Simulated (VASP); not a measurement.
# B (P6_3/mmc) in VASP: a series of runs

Runs on B. Level: RPBE. Tasks: single point.

Everything below comes from runs of VASP 6.6.1. Logs are shortened: lines on timing, memory, paths and dates and some standing lists are left out, and cuts for length are marked.

## (1) The cell of the first run

It takes space group P6_3/mmc (No. 194, hexagonal). Conventional cell: a = 1.725 Å, b = 1.725 Å, c = 21.317 Å, α = 90.00°, β = 90.00°, γ = 120.00°. Within 2.3 Å of B (site symmetry -3m) lie 6 B at 1.72 Å. B (site symmetry -6m2) has 6 B at 1.72 Å within 2.3 Å.

## (2) Single point, RPBE

INCAR reads:

```
SYSTEM = B
PREC = Accurate
ENCUT = 520
EDIFF = 1E-6
ISMEAR = -1
SIGMA = 0.1
LREAL = .FALSE.
LASPH = .TRUE.
NELM = 100
ALGO = Normal
ISIF = 2
LWAVE = .FALSE.
LCHARG = .TRUE.
GGA = RP
LELF = .TRUE.
LVHAR = .TRUE.
NBANDS = 14
```

KPOINTS reads:

```
Automatic mesh
0
G
  17 17 5
  0 0 0
```

POSCAR reads:

```
B
1.0
    1.7245129453      0.0000000000      0.0000000000
   -0.8622564727      1.4934720198      0.0000000000
    0.0000000000      0.0000000000     21.3174729883
B
4
Direct
    1.0000000000      1.0000000000      0.0000000000
    1.0000000000      0.0000000000      0.5000000000
    0.3333333333      0.6666666667      0.2500000000
    0.6666666667      0.3333333333      0.7500000000
```

Potentials or basis: VASP PAW PBE potentials, release 64 (B).

Launch:

```bash
$ cat potpaw_PBE.64/B/POTCAR > POTCAR
$ mpirun -np 1 vasp_std > vasp.out
```

OUTCAR:

```text
SYSTEM = B
   PREC = Accurate
   ENCUT = 520
   EDIFF = 1E-6
   ISMEAR = -1
   LREAL = .FALSE.
   LASPH = .TRUE.
   NELM = 100
   ISIF = 2
   GGA = RP

 ion  position               nearest neighbor table
   1  0.000  0.000  0.000-
   2  0.000  0.000  0.500-
   3  0.333  0.667  0.250-
   4  0.667  0.333  0.750-

  LATTYP: Found a hexagonal cell.
 ALAT       =     1.7245129453
 C/A-ratio  =    12.3614456165

  Lattice vectors:

 A1 = (   1.7245129453,   0.0000000000,   0.0000000000)
 A2 = (  -0.8622564727,   1.4934720198,   0.0000000000)
 A3 = (   0.0000000000,   0.0000000000,  21.3174729883)

Analysis of symmetry for initial positions (statically):
=====================================================================
 Subroutine PRICEL returns:
 Original cell was already a primitive cell.

 Routine SETGRP: Setting up the symmetry group for a
 hexagonal supercell.

 Subroutine GETGRP returns: Found 24 space group operations
 (whereof 12 operations were pure point group operations)
 out of a pool of 24 trial point group operations.

The static configuration has the point symmetry D_3d.
 The point group associated with its full space group is D_6h.

Analysis of symmetry for dynamics (positions and initial velocities):
=====================================================================
 Subroutine PRICEL returns:
 Original cell was already a primitive cell.

 Routine SETGRP: Setting up the symmetry group for a
 hexagonal supercell.

 Subroutine GETGRP returns: Found 24 space group operations
 (whereof 12 operations were pure point group operations)
 out of a pool of 24 trial point group operations.

The dynamic configuration has the point symmetry D_3d.
 The point group associated with its full space group is D_6h.

 Subroutine INISYM returns: Found 24 space group operations
 (whereof 12 operations are pure point group operations),
 and found     1 'primitive' translations

----------------------------------------------------------------------------------------

                                     Primitive cell

  volume of cell :      54.9034

  direct lattice vectors                    reciprocal lattice vectors
     1.724512945  0.000000000  0.000000000     0.579873873  0.334790336  0.000000000
    -0.862256473  1.493472020  0.000000000     0.000000000  0.669580673  0.000000000
     0.000000000  0.000000000 21.317472988     0.000000000  0.000000000  0.046909875

  length of vectors
     1.724512945  1.724512945 21.317472988     0.669580673  0.669580673  0.046909875

  position of ions in fractional coordinates (direct lattice)
     0.000000000  0.000000000  0.000000000
     0.000000000  0.000000000  0.500000000
     0.333333333  0.666666667  0.250000000
     0.666666667  0.333333333  0.750000000

  ion indices of the primitive-cell ions
   primitive index   ion index
                 1           1
                 2           2
                 3           3
                 4           4

----------------------------------------------------------------------------------------

 KPOINTS: Automatic mesh

Automatic generation of k-mesh.
 Grid dimensions read from file:
 generate k-points for:   17   17    5

 Generating k-lattice:

  Cartesian coordinates                     Fractional coordinates (reciprocal lattice)
     0.034110228  0.019693549  0.000000000     0.058823529 -0.000000000  0.000000000
     0.000000000  0.039387098  0.000000000     0.000000000  0.058823529  0.000000000
     0.000000000  0.000000000  0.009381975     0.000000000  0.000000000  0.200000000

  Length of vectors
     0.039387098  0.039387098  0.009381975

  Shift w.r.t. Gamma in fractional coordinates (k-lattice)
     0.000000000  0.000000000  0.000000000

 Subroutine IBZKPT returns following result:
 ===========================================

 Found     99 irreducible k-points:

 Following reciprocal coordinates:
            Coordinates               Weight
  0.000000  0.000000  0.000000      1.000000
  0.058824  0.000000  0.000000      6.000000
  0.117647  0.000000  0.000000      6.000000
  0.176471  0.000000  0.000000      6.000000
  0.235294  0.000000  0.000000      6.000000
  0.294118  0.000000  0.000000      6.000000
[... 16 lines left out ...]
  0.411765  0.117647  0.000000     12.000000
  0.176471  0.176471  0.000000      6.000000
 [... further k-points ...]
   k-points           NKPTS =     99   k-points in BZ     NKDIM =     99   number of bands    NBANDS=     14
   number of dos      NEDOS =    301   number of ions     NIONS =      4
   total plane-waves  NPLWV =  31360
   dimension x,y,z NGX =    14 NGY =   14 NGZ =  160
   dimension x,y,z NGXF=    28 NGYF=   28 NGZF=  320
   ions per type =               4
   NGX,Y,Z   is equivalent  to a cutoff of  13.50, 13.50, 12.48 a.u.
   NGXF,Y,Z  is equivalent  to a cutoff of  26.99, 26.99, 24.96 a.u.
 SYSTEM =  B
   PREC   = accura    normal or accurate (medium, high low for compatibility)
   ISTART =      0    job   : 0-new  1-cont  2-samecut
   ICHARG =      2    charge: 1-file 2-atom 10-const
   ISPIN  =      1    spin polarized calculation?
   LNONCOLLINEAR =      F non collinear calculations
   LSORBIT =      F    spin-orbit coupling
   LASPH  =      T    aspherical Exc in radial PAW
   ENCUT  =  520.0 eV  38.22 Ry    6.18 a.u.   3.21  3.21 39.64*2*pi/ulx,y,z
   NELM   =    100;   NELMIN=  2; NELMDL= -5     # of ELM steps
   EDIFF  = 0.1E-05   stopping-criterion for ELM
   LREAL  =      F    real-space projection
   EDIFFG = 0.1E-04   stopping-criterion for IOM
   NSW    =      0    number of steps for IOM
   IBRION =     -1    ionic relax: 0-MD 1-quasi-New 2-CG
   NFREE  =      0    steps in history (QN), initial steepest desc. (CG)
   ISIF   =      2    stress and relaxation
   ISYM   =      2    0-nonsym 1-usesym 2-fastsym
   POTIM  = 0.5000    time-step for ionic-motion
   TEBEG  =    0.0;   TEEND  =   0.0 temperature during run
   PSTRESS=    0.0 pullay stress
   NELECT =      12.0000    total number of electrons
   NUPDOWN=      -1.0000    fix difference up-down
   EMIN   =  10.00;   EMAX   =-10.00  energy-range for DOS
   EFERMI =   0.00;   METHOD = LEGACY
   ISMEAR =    -1;   SIGMA  =   0.10  broadening in eV -4-tet -1-fermi 0-gaus
   EFERMI_NEDOS =   21; number of points for ismear=-14 and -15
   IALGO  =     38    algorithm
   IMIX   =      4    mixing-type and parameters
     AMIX     =   0.40;   BMIX     =  1.00
     AMIX_MAG =   1.60;   BMIX_MAG =  1.00
  volume/ion in A,a.u.               =      13.73        92.63
  Fermi-wavevector in a.u.,A,eV,Ry     =   0.986133  1.863521 13.231098  0.972458
  Thomas-Fermi vector in A             =   2.117491
   LORBIT       =      0    0 simple, 1 ext, 2 COOP (PROOUT), +10 PAW based schemes
   GGA     = RP    functional components
   LHFCALC =     F    Hartree Fock is set to
   AEXX    =    0.0000 exact exchange contribution
   IVDW    =     0    specifies the selected vdW correction
   LEPSILON=     F    determine dielectric tensor
   LRPA    =     F    only Hartree local field effects (RPA)
 non-spin polarized calculation
  energy-cutoff  :      520.00
  volume of cell :       54.90
 maximum number of plane-waves:      1514
 NGX is ok and might be reduce to    14
   NGX =  7   NGY =  7   NGZ = 79

 number of electron      12.0000000 magnetization

 Free energy of the ion-electron system (eV)
  ---------------------------------------------------
  ext. energy  EPLUGINS =         0.00000000
  ---------------------------------------------------
  free energy    TOTEN  =       -22.89466495 eV

  energy without entropy =      -22.87581932  energy(sigma->0) =      -22.88524214

 E-fermi :   2.5318     XC(G=0):  -7.5189

 val. band max:        2.3032456748   @ k =   0.3529   0.2353   0.2000
 cond. band min:       2.7455019236   @ k =   0.3529   0.0000   0.0000
 fundamental gap:      0.4422562489
 Fermi energy:         2.5317932792

 k-point     1 :       0.0000    0.0000    0.0000
  band No.  band energies     occupation
      1     -14.3611      2.00000
      2     -14.3570      2.00000
      3     -14.3570      2.00000
      4     -14.3529      2.00000
      5      -5.1276      2.00000
      6      -5.0549      2.00000
      7      -5.0548      2.00000
      8      -4.9794      2.00000
      9       4.2689      0.00000
     10       5.0410      0.00000
     11       5.0410      0.00000
     12       6.5971      0.00000
     13       8.1024      0.00000
     14      10.6487      0.00000

 k-point     2 :       0.0588    0.0000    0.0000
  band No.  band energies     occupation
      1     -14.2037      2.00000
      2     -14.1997      2.00000
      3     -14.1997      2.00000
      4     -14.1956      2.00000
      5      -4.9034      2.00000
      6      -4.8309      2.00000
      7      -4.8309      2.00000
      8      -4.7556      2.00000
      9       4.4852      0.00000
     10       5.2580      0.00000
     11       5.2580      0.00000
     12       6.8260      0.00000
     13       8.2923      0.00000
     14      10.8514      0.00000

 k-point     3 :       0.1176    0.0000    0.0000
  band No.  band energies     occupation
      1     -13.7328      2.00000
      2     -13.7290      2.00000
      3     -13.7290      2.00000
      4     -13.7252      2.00000
      5      -4.2318      2.00000
      6      -4.1601      2.00000
      7      -4.1601      2.00000
      8      -4.0856      2.00000
      9       5.1317      0.00000
     10       5.9061      0.00000
     11       5.9061      0.00000
     12       7.5118      0.00000
     13       8.8531      0.00000
     14      11.4509      0.00000

 k-point     4 :       0.1765    0.0000    0.0000
  band No.  band energies     occupation
      1     -12.9533      2.00000
      2     -12.9499      2.00000
      3     -12.9499      2.00000
      4     -12.9465      2.00000
      5      -3.1168      2.00000
      6      -3.0464      2.00000
      7      -3.0464      2.00000
      8      -2.9733      2.00000
      9       6.1970      0.00000
     10       6.9719      0.00000
     11       6.9719      0.00000
     12       8.6518      0.00000
     13       9.7391      0.00000
     14      12.3996      0.00000

 k-point     5 :       0.2353    0.0000    0.0000
  band No.  band energies     occupation
      1     -11.8771      2.00000
      2     -11.8742      2.00000
      3     -11.8742      2.00000
      4     -11.8714      2.00000
      5      -1.5666      2.00000
      6      -1.4982      2.00000
      7      -1.4982      2.00000
      8      -1.4273      2.00000
      9       7.6326      0.00000
     10       8.3966      0.00000
     11       8.3966      0.00000
[... 276 lines left out ...]
 k-point    22 :       0.3529    0.1176    0.0000
  band No.  band energies     occupation
      1      -6.8359      2.00000
      2      -6.8349      2.00000
      3      -6.8349      2.00000
      4      -6.8339      2.00000
      5       5.5103      0.00000
      6       5.5159      0.00000
      7       5.5160      0.00000
      8       5.5228      0.00000
      9       5.9526      0.00000
     10       6.0016      0.00000
     11       6.0017      0.00000
     12       6.0506      0.00000
     13      14.7293      0.00000
     14      14.9998      0.00000

 k-point    23 :       0.4118    0.1176    0.0000
  band No.  band energies     occupation
      1      -5.5901      2.00000
      2      -5.5896      2.00000
      3      -5.5896      2.00000
      4      -5.5892      2.00000
      5       3.6208      0.00004
      6       3.6231      0.00004
      7       3.6231      0.00004
      8       3.6256      0.00004
      9       8.2140      0.00000
     10       8.2394      0.00000
     11       8.2395      0.00000
     12       8.2651      0.00000
     13      15.2134      0.00000
     14      15.2463      0.00000

 k-point    24 :       0.1765    0.1765    0.0000
  band No.  band energies     occupation
      1     -10.1854      2.00000
      2     -10.1831      2.00000
      3     -10.1831      2.00000
      4     -10.1809      2.00000
      5       0.8394      2.00000
      6       0.9039      2.00000
      7       0.9039      2.00000
      8       0.9707      2.00000
      9       9.8318      0.00000
     10      10.5502      0.00000
     11      10.5502      0.00000
     12      12.2468      0.00000
     13      12.7062      0.00000
     14      13.4165      0.00000

 [... further k-points ...]

------------------------ aborting loop because EDIFF is reached ----------------------------------------

  FORCE on cell =-STRESS in cart. coord.  units (eV):
  Direction    XX          YY          ZZ          XY          YZ          ZX
  --------------------------------------------------------------------------------------
  -------------------------------------------------------------------------------------
  Total       -0.0483250     -0.0483250     -0.0139511      0.0000000      0.0000000      0.0000000
  in kB       -1.4102080     -1.4102080     -0.4071171      0.0000000      0.0000000      0.0000000
  external PRESSURE =      -1.0758444 kB  Pullay stress =       0.0000000 kB

 VOLUME and BASIS-vectors are now :
 -----------------------------------------------------------------------------
  energy-cutoff  :      520.00
  volume of cell :       54.90
      direct lattice vectors                 reciprocal lattice vectors
     1.724512945  0.000000000  0.000000000     0.579873873  0.334790336  0.000000000
    -0.862256473  1.493472020  0.000000000     0.000000000  0.669580673  0.000000000
     0.000000000  0.000000000 21.317472988     0.000000000  0.000000000  0.046909875

 POSITION                                       TOTAL-FORCE (eV/Angst)
 -----------------------------------------------------------------------------------
      0.00000      0.00000      0.00000         0.000000      0.000000     -0.000000
      0.00000      0.00000     10.65874        -0.000000      0.000000     -0.000000
     -0.00000      0.99565      5.32937         0.000000     -0.000000      0.000000
      0.86226      0.49782     15.98810        -0.000000      0.000000      0.000000
 -----------------------------------------------------------------------------------
    total drift:                                0.000000      0.000000      0.000000

  FREE ENERGIE OF THE ION-ELECTRON SYSTEM (eV)
  ---------------------------------------------------
  free  energy   TOTEN  =       -22.8946649548 eV

  energy  without entropy=      -22.8758193181  energy(sigma->0) =      -22.88524214
```

Wall time 69 s (1 thread of Intel Xeon Platinum 8175M at 2.50GHz (Skylake/Cascade Lake), shared host); peak memory 0.2 GiB.

What came out:

```
Free energy            : -22.8947 eV
Pressure               : -0.1 GPa
Band gap on the k mesh : zero (band 6 reaches 5.52 eV, above the bottom of band 7 at -5.05 eV)
```

Levels at points of the mesh, in eV from the Fermi level:
```
           k point  band 6  band 7  band 8  band 9  band 10  band 11
(0.00, 0.00, 0.00)   -7.59   -7.59   -7.51    1.74     2.51     2.51
```

Caveat: the PAW data sets were made with another functional, which shifts forces and pressure a little; this functional lacks dispersion, which binds the layers, so the pressure and a relaxed spacing across them are unreliable.

## (3) Single point, RPBE (volume scaled by 0.88)

INCAR reads:

```
PREC = Accurate ; ENCUT = 520
EDIFF = 1E-6 ; ISMEAR = -1
SIGMA = 0.1 ; LREAL = F
LASPH = T ; NELM = 60
ALGO = Normal ; ISIF = 2
LWAVE = F ; LCHARG = F
GGA = RP ; NBANDS = 14
```

KPOINTS reads:

```
Automatic mesh
0
Gamma
  23 23 2
```

POSCAR reads:

```
B
1.0
    1.6525731140      0.0000000000      0.0000000000
   -0.8262865570      1.4311702983      0.0000000000
    0.0000000000      0.0000000000     20.4281926757
B
4
Direct
    1.0000000000      1.0000000000      0.0000000000
    1.0000000000      0.0000000000      0.5000000000
    0.3333333333      0.6666666667      0.2500000000
    0.6666666667      0.3333333333      0.7500000000
```

Potentials or basis: VASP PAW PBE potentials, release 64 (B).

Launch:

```bash
$ cat potpaw_PBE.64/B/POTCAR > POTCAR
$ mpirun -np 1 vasp_std > vasp.out
```

Run time: 45 s. Hardware: 1 thread of Intel Xeon Platinum 8175M at 2.50GHz (Skylake/Cascade Lake), shared host; peak memory 0.19 GiB.

The run converged. Its results:

```yaml
Free_energy: -22.5552 eV
Pressure: 17.9 GPa
Band_gap_on_the_k_mesh: zero (band 6 reaches 6.80 eV, above the bottom of band 7 at -5.19 eV)
```

Stress tensor (GPa, compression positive):
```
26.84  0.00  0.00
 0.00 26.84  0.00
 0.00  0.00 -0.06
```

Levels at points of the mesh, in eV from the Fermi level:
```tsv
k point	band 5	band 6	band 7	band 8	band 9	band 10	band 11	band 12
(0.00, 0.00, 0.00)	-8.53	-8.44	-8.44	-8.35	1.57	2.42	2.42	4.14
(0.00, 0.00, 0.50)	-8.50	-8.50	-8.38	-8.38	1.79	1.79	3.37	3.37
```

Caveat: the PAW data sets were made with another functional, which shifts forces and pressure a little; this functional lacks dispersion, which binds the layers, so the pressure and a relaxed spacing across them are unreliable.

## (4) Single point, RPBE (volume scaled by 0.92)

INCAR reads:

```
PREC = Accurate ; ENCUT = 520
EDIFF = 1E-6 ; ISMEAR = -1
SIGMA = 0.1 ; LREAL = False
LASPH = True ; NELM = 60
ALGO = Normal ; ISIF = 2
LWAVE = False ; LCHARG = False
GGA = RP ; NBANDS = 14
```

KPOINTS reads:

```
regular mesh
0
Gamma
  23 23 2
```

POSCAR reads:

```
B
1.0
    1.6772420213      0.0000000000      0.0000000000
   -0.8386210106      1.4525341987      0.0000000000
    0.0000000000      0.0000000000     20.7331360316
B
4
Direct
    1.0000000000      1.0000000000      0.0000000000
    1.0000000000      0.0000000000      0.5000000000
    0.3333333333      0.6666666667      0.2500000000
    0.6666666667      0.3333333333      0.7500000000
```

Launch:

```bash
$ cat potpaw_PBE.64/B/POTCAR > POTCAR
$ mpirun -np 1 vasp_std > vasp.out
```

Wall time 50 s (1 thread of Intel Xeon Platinum 8175M at 2.50GHz (Skylake/Cascade Lake), shared host); peak memory 0.19 GiB.

Results (log left out):

- Free energy: -22.7487 eV
- Pressure: 10.4 GPa
- Band gap on the k mesh: zero (band 6 reaches 6.42 eV, above the bottom of band 7 at -5.17 eV)

Stress tensor (GPa, compression positive):
```
15.59  0.00  0.00
 0.00 15.59  0.00
 0.00  0.00 -0.09
```

Levels at points of the mesh, in eV from the Fermi level:
```
           k point  band 6  band 7  band 8  band 9  band 10  band 11
(0.00, 0.00, 0.00)   -8.14   -8.14   -8.06    1.67     2.49     2.49
(0.00, 0.00, 0.50)   -8.20   -8.08   -8.08    1.88     1.88     3.41
```

Caveat: the PAW data sets were made with another functional, which shifts forces and pressure a little; this functional lacks dispersion, which binds the layers, so the pressure and a relaxed spacing across them are unreliable.

(Continued in part 2 of 2.)
